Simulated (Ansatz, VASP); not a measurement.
**Two plane-wave programs on InSb3**

```
In Sb
1.0
     4.72824    0.00000    0.00000
     0.00000    4.72824    0.00000
     0.00000    0.00000    4.72824
In Sb
1 3
Direct
  0.00000 0.00000 0.00000
  0.40483 0.00000 0.50000
  0.00000 0.50000 0.50000
  0.50000 0.50000 0.00000
```

Alike in both runs: task single point; functional PBEsol; k mesh 10 × 10 × 10; occupations gaussian, width 0.15 eV; no spin polarisation.

|  | VASP | Ansatz |
| --- | --- | --- |
| version | VASP 6.6.1 | Ansatz 0.2.0 |
| potentials or method | VASP PAW PBE potentials, release 64 (In_d, Sb), cutoff 500 eV | scalar-relativistic, plane waves, PAW |
| valence electrons in the cell | 28 | 58 |

Ansatz gave:

- gap on the k mesh at the Fermi level (eV): none
- pressure (GPa): 1.7
- traceless stress, the component that is largest in VASP (GPa): -1.02
- rms of the force components (eV/Å): 0.301

**Question.** Estimate VASP's values.

**Answer.** gap on the k mesh at the Fermi level (eV): none; pressure (GPa): 1.7; traceless stress, the component that is largest in VASP (GPa): -1.02; rms of the force components (eV/Å): 0.308.

VASP's potentials were made for PBE, not for PBEsol. Atom by atom the forces differ by 0.008 eV/Å (rms over components). A gap of «none» marks a metal or a gap that the smearing closes. VASP's potentials hold 28 valence electrons a cell and Ansatz's 58, so a difference there can come from the potentials and not from the codes.

Spin-orbit coupling is off throughout.
